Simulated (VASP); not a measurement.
Write the native input for VASP 6.6.1 that does the following.

* Task: single point
* Functional: LDA
* Potentials or basis: VASP PAW LDA potentials, release 64 (Au)
* Cutoff: 520 eV
* k mesh: 12 × 12 × 12
* Occupations: fermi-dirac, width 0.1 eV
* Spin: no spin polarisation
* Dipole correction: no
* Further INCAR settings: ALGO = Normal; EDIFF = 1e-06; NBANDS = 18

The structure of Au lies in POSCAR:

```
Au
1.0
    0.0000000000      2.5096782466      2.5096782466
    2.5096782466      0.0000000000      2.5096782466
    2.5096782466      2.5096782466      0.0000000000
Au
2
Direct
   -0.1250000000     -0.1250000000     -0.1250000000
    0.1250000000      0.1250000000      0.1250000000
```

This isn't the form of Au at room conditions, which is fcc.

The input as run:

INCAR

```
SYSTEM = Au
PREC = Accurate
ENCUT = 520
EDIFF = 1E-6
ISMEAR = -1
SIGMA = 0.1
LREAL = .False.
LASPH = .True.
NELM = 80
ALGO = Normal
ISIF = 2
LWAVE = .False.
LCHARG = .False.
NBANDS = 18
```

KPOINTS

```
Automatic mesh
0
Gamma
  12 12 12
  0 0 0
```

Potentials or basis: VASP PAW LDA potentials, release 64 (Au).

The run is started by

```bash
$ cat potpaw_LDA.64/Au/POTCAR > POTCAR
$ mpirun -np 1 vasp_std > vasp.out
```

It gave:

| Quantity | Value |
| --- | --- |
| Pressure | 161.7 GPa |
| Band gap on the k mesh | zero (bands 11 and 12 overlap by 0.77 eV) |

Caveat: the cell stands under pressure; spin-orbit coupling is left out, which moves the levels of the heavy elements.

Wall time 52 s on 1 thread of Intel Xeon 8259CL (shared host), peak memory 0.16 GiB.
